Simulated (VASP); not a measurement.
ZnO:

```
CELL_PARAMETERS angstrom
2.64617 0.00000 0.00000
0.00000 2.64617 0.00000
0.00000 0.00000 2.64617
ATOMIC_POSITIONS crystal
Zn 0.00000 0.00000 0.00000
O 0.50000 0.50000 0.50000
```

Base run:

* Program: VASP 6.6.1
* Functional: PBE
* Potentials or basis: VASP PAW PBE potentials, release 64 (Zn, O)
* Cutoff: 520 eV
* k mesh: 10 × 10 × 10
* Occupations: fermi-dirac, width 0.02 eV
* Spin: no spin polarisation

Its results: band gap on the k mesh zero (band 9 reaches 3.58 eV, above the bottom of band 10 at 2.98 eV); pressure 9.2 GPa.

Task: The run is repeated on the same cell with these changes: functional from PBE to LDA; potentials or basis from VASP PAW PBE potentials, release 64 (Zn, O) to VASP PAW LDA potentials, release 64 (Zn, O). What comes out?

Result: Band gap on the k mesh zero (band 9 reaches 3.34 eV, above the bottom of band 10 at 2.72 eV); pressure -6.0 GPa.
